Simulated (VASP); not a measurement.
Crystal: Eu.

```xyz
1
Lattice="-2.2755 2.2755 2.2755 2.2755 -2.2755 2.2755 2.2755 2.2755 -2.2755" Properties=species:S:1:pos:R:3 pbc="T T T"
Eu    0.0000    0.0000    0.0000
```

| Property | Result |
| --- | --- |
| Program | VASP 6.6.1 |
| Task | relaxation of cell and atoms |
| Functional | LDA |
| Potentials or basis | VASP PAW PBE potentials, release 64 (Eu) |
| Cutoff | 600 eV |
| k mesh | 10 × 10 × 10 |
| Occupations | fermi-dirac, width 0.05 eV |
| Spin | collinear spin, ferromagnetic start |
| Starting moments | [7.0] μB |

At the start: pressure -3.6 GPa; volume 47.13 Å³/atom.

Q: Where does the relaxation end?

A: Over 5 steps the energy falls by 189.3 meV/atom and the volume is 34.22 Å³/atom (-27.4 %); space group Im-3m (No. 229, to 0.1 Å) before and after; moment 7.14 μB per cell.

The path:
| step | energy change (eV) | largest force (eV/Å) | pressure (GPa) | volume (Å³) |
| --- | --- | --- | --- | --- |
| 1 | 0.0000 | 0.0000 | -3.65 | 47.13 |
| 2 | -0.1374 | 0.0000 | -2.49 | 40.18 |
| 3 | -0.1866 | 0.0000 | -0.69 | 35.45 |
| 4 | -0.1892 | 0.0000 | 0.14 | 33.98 |
| 5 | -0.1893 | 0.0000 | 0.00 | 34.22 |

Final structure:
```yaml
crystal:
  lattice:
    - [-2.04532, 2.04532, 2.04532]
    - [2.04532, -2.04532, 2.04532]
    - [2.04532, 2.04532, -2.04532]
  atoms:
    - { symbol: Eu, position: [0.00000, 0.00000, 0.00000] }
```

Caveat: the volume moved by over 15 % at a fixed basis, so the end points are rough; the PAW data sets were made with another functional, which shifts forces and pressure a little; semilocal functionals describe open f shells poorly, which spoils levels, moments and volumes.
